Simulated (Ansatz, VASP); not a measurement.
**Two plane-wave programs on Zr**

The input INCAR:

```
PREC     = Accurate       # precision mode
ENCUT    = 520            # plane-wave cutoff, eV
EDIFF    = 1E-6           # SCF threshold, eV
ISMEAR   = 0              # smearing method
SIGMA    = 0.05           # smearing width, eV
LREAL    = F              # projectors in reciprocal space
LASPH    = T              # aspherical terms in the spheres
NELM     = 60             # most SCF steps
ALGO     = Normal         # electronic algorithm
ISIF     = 2              # what is computed and relaxed
LWAVE    = F              # write WAVECAR
LCHARG   = F              # write CHGCAR
GGA      = PS             # functional
NBANDS   = 19             # bands
```

The input KPOINTS:

```
regular mesh
0
Gamma
  16 16 8
```

The input POSCAR:

```
Zr
1.0
    3.1874382048      0.0000000000      0.0000000000
   -1.5937191024      2.7604024583      0.0000000000
    0.0000000000      0.0000000000      5.1074757188
Zr
2
Direct
    0.3333333333      0.6666666667      0.7500000000
    0.6666666667      0.3333333333      0.2500000000
```

Input for Ansatz:

```yaml
crystal:
  lattice:
    - [3.1874382048, 0.0, 0.0]
    - [-1.5937191024, 2.7604024583, 0.0]
    - [0.0, 0.0, 5.1074757188]
  atoms:
    - { symbol: Zr, position: [0.3333333333, 0.6666666667, 0.75] }
    - { symbol: Zr, position: [0.6666666667, 0.3333333333, 0.25] }
basis:
  ecutwfc: 420
  ecutrho_ratio: 4
kpoints:
  mp_grid: { grid: [16, 16, 8] }
  band_path:
    path:
      - [[0.0, 0.0, 0.0], [0.5, 0.0, 0.0], [0.33333333, 0.33333333, 0.0], [0.0, 0.0, 0.0], [0.0, 0.0, 0.5], [0.5, 0.0, 0.5], [0.33333333, 0.33333333, 0.5], [0.0, 0.0, 0.5]]
      - [[0.5, 0.0, 0.5], [0.5, 0.0, 0.0]]
      - [[0.33333333, 0.33333333, 0.5], [0.33333333, 0.33333333, 0.0]]
    npoints: 14
hamiltonian:
  xc: pbesol
scf:
  occupations: { method: gaussian, width: 0.05 }
output:
  forces: true
  stress: true
  eigenvalues: true
  populations: true
  dos: { projected: true, de: 0.02, nscf_kmesh: { grid: [24, 24, 12] } }
  bader: true
```

Alike in both runs: task single point; functional PBEsol; k mesh 16 × 16 × 8; occupations gaussian, width 0.05 eV; no spin polarisation.

```csv
,VASP,Ansatz
version,VASP 6.6.1,Ansatz 0.2.0
potentials or method,"VASP PAW PBE potentials, release 64 (Zr_sv), cutoff 520 eV","scalar-relativistic, plane waves, PAW"
valence electrons in the cell,24,24
```

|  | VASP | Ansatz | Ansatz less VASP |
| --- | --- | --- | --- |
| pressure (GPa) | 0.1 | 0.0 | -0.06 |

VASP's potentials were made for PBE, not for PBEsol. The functional is the same, so the differences come from potentials, cutoffs and numerics.
